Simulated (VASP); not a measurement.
The system is Sb.

```
Sb
1.0
     3.12240    0.00000    0.00000
     0.00000    4.34752    0.00000
    -0.03891    0.00000    4.40585
Sb
2
Cartesian
  3.0573 3.2606 3.3433
  0.0262 1.0869 1.0625
```

- Program: VASP 6.6.1
- Task: relaxation of cell and atoms
- Functional: PBE
- Potentials or basis: VASP PAW PBE potentials, release 64 (Sb)
- Cutoff: 600 eV
- k mesh: 14 × 10 × 10
- Occupations: gaussian, width 0.1 eV
- Spin: no spin polarisation

At the start: pressure 0.4 GPa; volume 29.90 Å³/atom.

Task: How do energy, volume and symmetry change on relaxing?

Result: Over 23 steps the energy falls by 3.8 meV/atom and the volume is 30.03 Å³/atom (+0.4 %); space group Pm-3m (No. 221, to 0.05 Å).

Step by step:
```tsv
step	energy change (eV)	largest force (eV/Å)	pressure (GPa)	volume (Å³)
1	0.0000	0.1149	0.39	59.81
2	-0.0025	0.0899	-0.24	60.44
3	-0.0026	0.0912	-0.20	60.41
4	-0.0038	0.0839	-0.08	60.24
5	-0.0055	0.0523	0.27	59.80
6	-0.0063	0.0399	0.19	59.88
7	-0.0068	0.0196	0.00	60.06
8	-0.0069	0.0213	0.04	60.02
9	-0.0070	0.0204	0.00	60.06
10	-0.0071	0.0190	-0.11	60.19
11	-0.0071	0.0184	-0.08	60.15
12	-0.0072	0.0179	0.01	60.06
13	-0.0072	0.0182	0.03	60.03
14	-0.0073	0.0173	0.02	60.05
15	-0.0073	0.0161	0.00	60.07
16	-0.0074	0.0141	-0.01	60.08
17	-0.0075	0.0078	-0.06	60.13
18	-0.0074	0.0048	-0.14	60.23
19	-0.0075	0.0030	-0.09	60.17
20	-0.0075	0.0011	-0.02	60.09
21	-0.0075	0.0011	0.00	60.06
22	-0.0075	0.0011	0.00	60.07
23	-0.0075	0.0011	0.00	60.07
```

Final structure:
```xyz
2
Lattice="3.1095 0.0000 0.0145 0.0000 4.3939 0.0000 -0.0181 0.0000 4.3963" Properties=species:S:1:pos:R:3 pbc="T T T"
Sb    3.0956    3.2954    3.3120
Sb   -0.0042    1.0985    1.0988
```
